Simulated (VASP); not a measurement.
# KMgF3 (Pm-3m) in VASP: a series of runs

KMgF3 is run at these levels: PBE, r2SCAN; tasks: single point.

Everything below comes from runs of VASP 6.6.1. Logs are shortened: lines on timing, memory, paths and dates and some standing lists are left out, and cuts for length are marked.

## 1. The cell of the first run

Symmetry: Pm-3m, No. 221, cubic system. The conventional cell has a = 3.980 Å, b = 3.980 Å, c = 3.980 Å, α = 90.00°, β = 90.00°, γ = 90.00°. K (site symmetry m-3m) has 12 F at 2.81 Å and 8 Mg at 3.45 Å within 3.7 Å. Mg (site symmetry m-3m) has 6 F at 1.99 Å within 2.6 Å. F (site symmetry 4/mmm) has 2 Mg at 1.99 Å within 2.6 Å.

## 2. Single point, PBE

File INCAR:

```
PREC = Accurate
ENCUT = 520
EDIFF = 1E-6
ISMEAR = 0
SIGMA = 0.01
LREAL = False
LASPH = True
NELM = 60
ALGO = Normal
ISIF = 2
LWAVE = False
LCHARG = False
GGA = PE
NBANDS = 24
```

File KPOINTS:

```
Automatic mesh
0
Gamma
  6 6 6
```

File POSCAR:

```
KMgF3
1.0
    3.9802355555      0.0000000000      0.0000000000
    0.0000000000      3.9802355555      0.0000000000
    0.0000000000      0.0000000000      3.9802355555
K Mg F
1 1 3
Direct
    0.5000000000      0.5000000000      0.5000000000
    0.0000000000      0.0000000000      0.0000000000
    0.5000000000      0.0000000000      0.0000000000
    0.0000000000      0.5000000000      0.0000000000
    0.0000000000      0.0000000000      0.5000000000
```

Potentials or basis: VASP PAW PBE potentials, release 64 (K_sv, Mg, F).

Run with:

```console
> cat potpaw_PBE.64/K_sv/POTCAR potpaw_PBE.64/Mg/POTCAR potpaw_PBE.64/F/POTCAR > POTCAR
> mpirun -np 1 vasp_std > vasp.out
```

OUTCAR:

```text
PREC = Accurate
   ENCUT = 520
   EDIFF = 1E-6
   ISMEAR = 0
   LREAL = False
   LASPH = True
   NELM = 60
   ISIF = 2
   GGA = PE

 ion  position               nearest neighbor table
   1  0.500  0.500  0.500-   3 2.81   4 2.81   5 2.81   3 2.81   4 2.81   3 2.81   5 2.81   3 2.81
                             4 2.81   5 2.81   4 2.81   5 2.81   2 3.45   2 3.45   2 3.45   2 3.45
   2  0.000  0.000  0.000-   3 1.99   4 1.99   5 1.99   5 1.99   4 1.99   3 1.99   1 3.45   1 3.45
                             1 3.45   1 3.45   1 3.45   1 3.45   1 3.45   1 3.45
   3  0.500  0.000  0.000-   2 1.99   2 1.99   1 2.81   1 2.81   1 2.81   1 2.81
   4  0.000  0.500  0.000-   2 1.99   2 1.99   1 2.81   1 2.81   1 2.81   1 2.81
   5  0.000  0.000  0.500-   2 1.99   2 1.99   1 2.81   1 2.81   1 2.81   1 2.81

  LATTYP: Found a simple cubic cell.
 ALAT       =     3.9802355555

  Lattice vectors:

 A1 = (   3.9802355555,   0.0000000000,   0.0000000000)
 A2 = (   0.0000000000,   3.9802355555,   0.0000000000)
 A3 = (   0.0000000000,   0.0000000000,   3.9802355555)

Analysis of symmetry for initial positions (statically):
=====================================================================
 Subroutine PRICEL returns:
 Original cell was already a primitive cell.

 Routine SETGRP: Setting up the symmetry group for a
 simple cubic supercell.

 Subroutine GETGRP returns: Found 48 space group operations
 (whereof 48 operations were pure point group operations)
 out of a pool of 48 trial point group operations.

The static configuration has the point symmetry O_h .

Analysis of symmetry for dynamics (positions and initial velocities):
=====================================================================
 Subroutine PRICEL returns:
 Original cell was already a primitive cell.

 Routine SETGRP: Setting up the symmetry group for a
 simple cubic supercell.

 Subroutine GETGRP returns: Found 48 space group operations
 (whereof 48 operations were pure point group operations)
 out of a pool of 48 trial point group operations.

The dynamic configuration has the point symmetry O_h .

 Subroutine INISYM returns: Found 48 space group operations
 (whereof 48 operations are pure point group operations),
 and found     1 'primitive' translations

----------------------------------------------------------------------------------------

                                     Primitive cell

  volume of cell :      63.0560

  direct lattice vectors                    reciprocal lattice vectors
     3.980235556  0.000000000  0.000000000     0.251241412  0.000000000  0.000000000
[... 92 lines left out ...]
   NFREE  =      0    steps in history (QN), initial steepest desc. (CG)
   ISIF   =      2    stress and relaxation
   ISYM   =      2    0-nonsym 1-usesym 2-fastsym
   POTIM  = 0.5000    time-step for ionic-motion
   TEBEG  =    0.0;   TEEND  =   0.0 temperature during run
   PSTRESS=    0.0 pullay stress
   NELECT =      32.0000    total number of electrons
   NUPDOWN=      -1.0000    fix difference up-down
   EMIN   =  10.00;   EMAX   =-10.00  energy-range for DOS
   EFERMI =   0.00;   METHOD = LEGACY
   ISMEAR =     0;   SIGMA  =   0.01  broadening in eV -4-tet -1-fermi 0-gaus
   EFERMI_NEDOS =   21; number of points for ismear=-14 and -15
   IALGO  =     38    algorithm
   IMIX   =      4    mixing-type and parameters
     AMIX     =   0.40;   BMIX     =  1.00
     AMIX_MAG =   1.60;   BMIX_MAG =  1.00
  volume/ion in A,a.u.               =      12.61        85.10
  Fermi-wavevector in a.u.,A,eV,Ry     =   1.305818  2.467639 23.200126  1.705161
  Thomas-Fermi vector in A             =   2.436662
   LORBIT       =      0    0 simple, 1 ext, 2 COOP (PROOUT), +10 PAW based schemes
   GGA     = PE    functional components
   LHFCALC =     F    Hartree Fock is set to
   AEXX    =    0.0000 exact exchange contribution
   IVDW    =     0    specifies the selected vdW correction
   LEPSILON=     F    determine dielectric tensor
   LRPA    =     F    only Hartree local field effects (RPA)
 non-spin polarized calculation
 Gauss-broadening in eV      SIGMA  =   0.01
  energy-cutoff  :      520.00
  volume of cell :       63.06
 maximum number of plane-waves:      1743
 NGX is ok and might be reduce to    30
   NGX = 15   NGY = 15   NGZ = 15

 number of electron      31.9999959 magnetization

 Free energy of the ion-electron system (eV)
  ---------------------------------------------------
  ext. energy  EPLUGINS =         0.00000000
  ---------------------------------------------------
  free energy    TOTEN  =       -24.40805972 eV

  energy without entropy =      -24.40805972  energy(sigma->0) =      -24.40805972

 E-fermi :  -1.5004     XC(G=0):  -9.7053

 val. band max:       -1.5792426767   @ k =   0.5000   0.5000   0.5000
 cond. band min:       5.7577434284   @ k =   0.0000   0.0000   0.0000
 fundamental gap:      7.3369861052
 Fermi energy:        -1.5004223435

 k-point     1 :       0.0000    0.0000    0.0000
  band No.  band energies     occupation
      1     -27.2248      2.00000
      2     -21.7097      2.00000
      3     -21.0506      2.00000
      4     -21.0506      2.00000
      5     -10.7176      2.00000
      6     -10.7176      2.00000
[... 529 lines left out ...]
     23      13.6258      0.00000
     24      13.6258      0.00000

------------------------ aborting loop because EDIFF is reached ----------------------------------------

  FORCE on cell =-STRESS in cart. coord.  units (eV):
  Direction    XX          YY          ZZ          XY          YZ          ZX
  --------------------------------------------------------------------------------------
  -------------------------------------------------------------------------------------
  Total        1.4609473      1.4609473      1.4609473     -0.0000000     -0.0000000      0.0000000
  in kB       37.1209276     37.1209276     37.1209276     -0.0000000     -0.0000000      0.0000000
  external PRESSURE =      37.1209276 kB  Pullay stress =       0.0000000 kB

 VOLUME and BASIS-vectors are now :
 -----------------------------------------------------------------------------
  energy-cutoff  :      520.00
  volume of cell :       63.06
      direct lattice vectors                 reciprocal lattice vectors
     3.980235556  0.000000000  0.000000000     0.251241412  0.000000000  0.000000000
     0.000000000  3.980235556  0.000000000     0.000000000  0.251241412  0.000000000
     0.000000000  0.000000000  3.980235556     0.000000000  0.000000000  0.251241412

 POSITION                                       TOTAL-FORCE (eV/Angst)
 -----------------------------------------------------------------------------------
      1.99012      1.99012      1.99012         0.000000      0.000000      0.000000
      0.00000      0.00000      0.00000         0.000000      0.000000      0.000000
      1.99012      0.00000      0.00000         0.000000      0.000000      0.000000
      0.00000      1.99012      0.00000         0.000000      0.000000      0.000000
      0.00000      0.00000      1.99012         0.000000      0.000000      0.000000
 -----------------------------------------------------------------------------------
    total drift:                                0.000000     -0.000000      0.000000

  FREE ENERGIE OF THE ION-ELECTRON SYSTEM (eV)
  ---------------------------------------------------
  free  energy   TOTEN  =       -24.4080597216 eV

  energy  without entropy=      -24.4080597216  energy(sigma->0) =      -24.40805972
```

stdout:

```text
POSCAR found type information on POSCAR K MgF
 POSCAR found :  3 types and       5 ions
 scaLAPACK will be used
 LDA part: xc-table for (Slater+PW92), standard interpolation
 POSCAR, INCAR and KPOINTS ok, starting setup
 FFT: planning ... GRIDC
 FFT: planning ... GRID_SOFT
 FFT: planning ... GRID
 WAVECAR not read
 entering main loop
```

Run time: 42 s. Hardware: 1 thread of Intel Xeon 8259CL, shared host; peak memory 0.18 GiB.

What came out:

```
Free energy            : -24.4081 eV
Pressure               : 3.7 GPa
Band gap on the k mesh : 7.34 eV (least direct gap 7.66 eV)
```

Caveat: the cell stands under pressure. A k mesh can miss the band edges.

## 3. Single point, r2SCAN

POSCAR is that of step 2.

File INCAR.step1:

```
PREC = Accurate
ENCUT = 520
ISMEAR = 0
SIGMA = 0.01
LREAL = F
LASPH = T
NELM = 100
NBANDS = 24
GGA = PE
ALGO = Normal
EDIFF = 1E-4
LWAVE = T
LCHARG = F
```

File INCAR.step2:

```
PREC = Accurate
ENCUT = 520
EDIFF = 1E-7
ISMEAR = 0
SIGMA = 0.01
LREAL = F
LASPH = T
NELM = 100
ALGO = Normal
ISIF = 2
LWAVE = F
LCHARG = F
METAGGA = R2SCAN
LMIXTAU = T
NBANDS = 24
ISTART = 1
```

KPOINTS is that of step 2.

Potentials or basis: VASP PAW PBE potentials, release 64 (K_sv, Mg, F).

Run with:

```console
> cat potpaw_PBE.64/K_sv/POTCAR potpaw_PBE.64/Mg/POTCAR potpaw_PBE.64/F/POTCAR > POTCAR
> cp INCAR.step1 INCAR
> mpirun -np 1 vasp_std > vasp.out
> cp INCAR.step2 INCAR
> mpirun -np 1 vasp_std > vasp.out
```

OUTCAR:

```text
PREC = Accurate
   ENCUT = 520
   EDIFF = 1E-7
   ISMEAR = 0
   LREAL = F
   LASPH = T
   NELM = 100
   ISIF = 2
   METAGGA = R2SCAN
   ISTART = 1

 ion  position               nearest neighbor table
   1  0.500  0.500  0.500-   3 2.81   4 2.81   5 2.81   3 2.81   4 2.81   3 2.81   5 2.81   3 2.81
                             4 2.81   5 2.81   4 2.81   5 2.81   2 3.45   2 3.45   2 3.45   2 3.45
   2  0.000  0.000  0.000-   3 1.99   4 1.99   5 1.99   5 1.99   4 1.99   3 1.99   1 3.45   1 3.45
                             1 3.45   1 3.45   1 3.45   1 3.45   1 3.45   1 3.45
   3  0.500  0.000  0.000-   2 1.99   2 1.99   1 2.81   1 2.81   1 2.81   1 2.81
   4  0.000  0.500  0.000-   2 1.99   2 1.99   1 2.81   1 2.81   1 2.81   1 2.81
   5  0.000  0.000  0.500-   2 1.99   2 1.99   1 2.81   1 2.81   1 2.81   1 2.81

  LATTYP: Found a simple cubic cell.
 ALAT       =     3.9802355555

  Lattice vectors:

 A1 = (   3.9802355555,   0.0000000000,   0.0000000000)
 A2 = (   0.0000000000,   3.9802355555,   0.0000000000)
 A3 = (   0.0000000000,   0.0000000000,   3.9802355555)

Analysis of symmetry for initial positions (statically):
=====================================================================
 Subroutine PRICEL returns:
 Original cell was already a primitive cell.

 Routine SETGRP: Setting up the symmetry group for a
 simple cubic supercell.

 Subroutine GETGRP returns: Found 48 space group operations
 (whereof 48 operations were pure point group operations)
 out of a pool of 48 trial point group operations.

The static configuration has the point symmetry O_h .

Analysis of symmetry for dynamics (positions and initial velocities):
=====================================================================
 Subroutine PRICEL returns:
 Original cell was already a primitive cell.

 Routine SETGRP: Setting up the symmetry group for a
 simple cubic supercell.

 Subroutine GETGRP returns: Found 48 space group operations
 (whereof 48 operations were pure point group operations)
 out of a pool of 48 trial point group operations.

The dynamic configuration has the point symmetry O_h .

 Subroutine INISYM returns: Found 48 space group operations
 (whereof 48 operations are pure point group operations),
 and found     1 'primitive' translations

----------------------------------------------------------------------------------------

                                     Primitive cell

  volume of cell :      63.0560

  direct lattice vectors                    reciprocal lattice vectors
     3.980235556  0.000000000  0.000000000     0.251241412  0.000000000  0.000000000
     0.000000000  3.980235556  0.000000000     0.000000000  0.251241412  0.000000000
     0.000000000  0.000000000  3.980235556     0.000000000  0.000000000  0.251241412

  length of vectors
     3.980235556  3.980235556  3.980235556     0.251241412  0.251241412  0.251241412

  position of ions in fractional coordinates (direct lattice)
     0.500000000  0.500000000  0.500000000
     0.000000000  0.000000000  0.000000000
     0.500000000  0.000000000  0.000000000
     0.000000000  0.500000000  0.000000000
     0.000000000  0.000000000  0.500000000

  ion indices of the primitive-cell ions
   primitive index   ion index
                 1           1
                 2           2
[... 29 lines left out ...]

 Following reciprocal coordinates:
            Coordinates               Weight
  0.000000  0.000000  0.000000      1.000000
  0.166667  0.000000  0.000000      6.000000
  0.333333  0.000000  0.000000      6.000000
  0.500000  0.000000  0.000000      3.000000
  0.166667  0.166667  0.000000     12.000000
  0.333333  0.166667  0.000000     24.000000
[... 12 lines left out ...]
  0.500000  0.500000  0.333333      6.000000
  0.500000  0.500000  0.500000      1.000000
   k-points           NKPTS =     20   k-points in BZ     NKDIM =     20   number of bands    NBANDS=     24
   number of dos      NEDOS =    301   number of ions     NIONS =      5
   total plane-waves  NPLWV =  27000
   dimension x,y,z NGX =    30 NGY =   30 NGZ =   30
   dimension x,y,z NGXF=    60 NGYF=   60 NGZF=   60
   ions per type =               1   1   3
   NGX,Y,Z   is equivalent  to a cutoff of  12.53, 12.53, 12.53 a.u.
   NGXF,Y,Z  is equivalent  to a cutoff of  25.06, 25.06, 25.06 a.u.
 SYSTEM =  unknown system
   PREC   = accura    normal or accurate (medium, high low for compatibility)
   ISTART =      1    job   : 0-new  1-cont  2-samecut
   ICHARG =      0    charge: 1-file 2-atom 10-const
   ISPIN  =      1    spin polarized calculation?
   LNONCOLLINEAR =      F non collinear calculations
   LSORBIT =      F    spin-orbit coupling
   LASPH  =      T    aspherical Exc in radial PAW
   ENCUT  =  520.0 eV  38.22 Ry    6.18 a.u.   7.40  7.40  7.40*2*pi/ulx,y,z
   NELM   =    100;   NELMIN=  2; NELMDL=  0     # of ELM steps
   EDIFF  = 0.1E-06   stopping-criterion for ELM
   LREAL  =      F    real-space projection
   EDIFFG = 0.1E-05   stopping-criterion for IOM
   NSW    =      0    number of steps for IOM
   IBRION =     -1    ionic relax: 0-MD 1-quasi-New 2-CG
   NFREE  =      0    steps in history (QN), initial steepest desc. (CG)
   ISIF   =      2    stress and relaxation
   ISYM   =      2    0-nonsym 1-usesym 2-fastsym
   POTIM  = 0.5000    time-step for ionic-motion
   TEBEG  =    0.0;   TEEND  =   0.0 temperature during run
   PSTRESS=    0.0 pullay stress
   NELECT =      32.0000    total number of electrons
   NUPDOWN=      -1.0000    fix difference up-down
   EMIN   =  10.00;   EMAX   =-10.00  energy-range for DOS
   EFERMI =   0.00;   METHOD = LEGACY
   ISMEAR =     0;   SIGMA  =   0.01  broadening in eV -4-tet -1-fermi 0-gaus
   EFERMI_NEDOS =   21; number of points for ismear=-14 and -15
   IALGO  =     38    algorithm
   IMIX   =      4    mixing-type and parameters
     AMIX     =   0.40;   BMIX     =  1.00
     AMIX_MAG =   1.60;   BMIX_MAG =  1.00
  volume/ion in A,a.u.               =      12.61        85.10
  Fermi-wavevector in a.u.,A,eV,Ry     =   1.305818  2.467639 23.200126  1.705161
  Thomas-Fermi vector in A             =   2.436662
   LORBIT       =      0    0 simple, 1 ext, 2 COOP (PROOUT), +10 PAW based schemes
   METAGGA = R2SCAN    functional components
   LHFCALC =     F    Hartree Fock is set to
   AEXX    =    0.0000 exact exchange contribution
   IVDW    =     0    specifies the selected vdW correction
   LEPSILON=     F    determine dielectric tensor
   LRPA    =     F    only Hartree local field effects (RPA)
 non-spin polarized calculation
 Gauss-broadening in eV      SIGMA  =   0.01
  energy-cutoff  :      520.00
  volume of cell :       63.06
 maximum number of plane-waves:      1743
 NGX is ok and might be reduce to    30
   NGX = 15   NGY = 15   NGZ = 15

 number of electron      31.9999959 magnetization

 Free energy of the ion-electron system (eV)
  ---------------------------------------------------
  ext. energy  EPLUGINS =         0.00000000
  ---------------------------------------------------
  free energy    TOTEN  =       -37.41569408 eV

  energy without entropy =      -37.41569408  energy(sigma->0) =      -37.41569408

 E-fermi :  -2.0466     XC(G=0): -10.2272

 val. band max:       -2.1954419534   @ k =   0.5000   0.5000   0.5000
 cond. band min:       6.0863219879   @ k =   0.0000   0.0000   0.0000
 fundamental gap:      8.2817639413
 Fermi energy:        -2.0465659993

 k-point     1 :       0.0000    0.0000    0.0000
  band No.  band energies     occupation
      1     -28.7861      2.00000
      2     -23.4472      2.00000
      3     -22.8114      2.00000
      4     -22.8114      2.00000
      5     -11.5134      2.00000
      6     -11.5134      2.00000
[... 529 lines left out ...]
     23      14.0705      0.00000
     24      14.0705      0.00000

------------------------ aborting loop because EDIFF is reached ----------------------------------------

  FORCE on cell =-STRESS in cart. coord.  units (eV):
  Direction    XX          YY          ZZ          XY          YZ          ZX
  --------------------------------------------------------------------------------------
  -------------------------------------------------------------------------------------
  Total       -0.2301409     -0.2301409     -0.2301409     -0.0000000     -0.0000000      0.0000000
  in kB       -5.8476066     -5.8476066     -5.8476066     -0.0000000     -0.0000000      0.0000000
  external PRESSURE =      -5.8476066 kB  Pullay stress =       0.0000000 kB

 VOLUME and BASIS-vectors are now :
 -----------------------------------------------------------------------------
  energy-cutoff  :      520.00
  volume of cell :       63.06
      direct lattice vectors                 reciprocal lattice vectors
     3.980235556  0.000000000  0.000000000     0.251241412  0.000000000  0.000000000
     0.000000000  3.980235556  0.000000000     0.000000000  0.251241412  0.000000000
     0.000000000  0.000000000  3.980235556     0.000000000  0.000000000  0.251241412

 POSITION                                       TOTAL-FORCE (eV/Angst)
 -----------------------------------------------------------------------------------
      1.99012      1.99012      1.99012         0.000000      0.000000      0.000000
      0.00000      0.00000      0.00000         0.000000      0.000000      0.000000
      1.99012      0.00000      0.00000         0.000000      0.000000      0.000000
      0.00000      1.99012      0.00000         0.000000      0.000000      0.000000
      0.00000      0.00000      1.99012         0.000000      0.000000      0.000000
 -----------------------------------------------------------------------------------
    total drift:                                0.000000     -0.000000      0.000000

  FREE ENERGIE OF THE ION-ELECTRON SYSTEM (eV)
  ---------------------------------------------------
  free  energy   TOTEN  =       -37.4156940821 eV

  energy  without entropy=      -37.4156940821  energy(sigma->0) =      -37.41569408
```

It took 2.6 min on 1 thread of Intel Xeon 8259CL, shared host; peak memory 0.19 GiB.

What came out:

```yaml
Free_energy: -37.4157 eV
Pressure: -0.6 GPa
Band_gap_on_the_k_mesh: 8.28 eV (least direct gap 8.60 eV)
```

Caveat: the PAW data sets were made with another functional, which shifts forces and pressure a little.

(Part 1 of 2 ends here.)
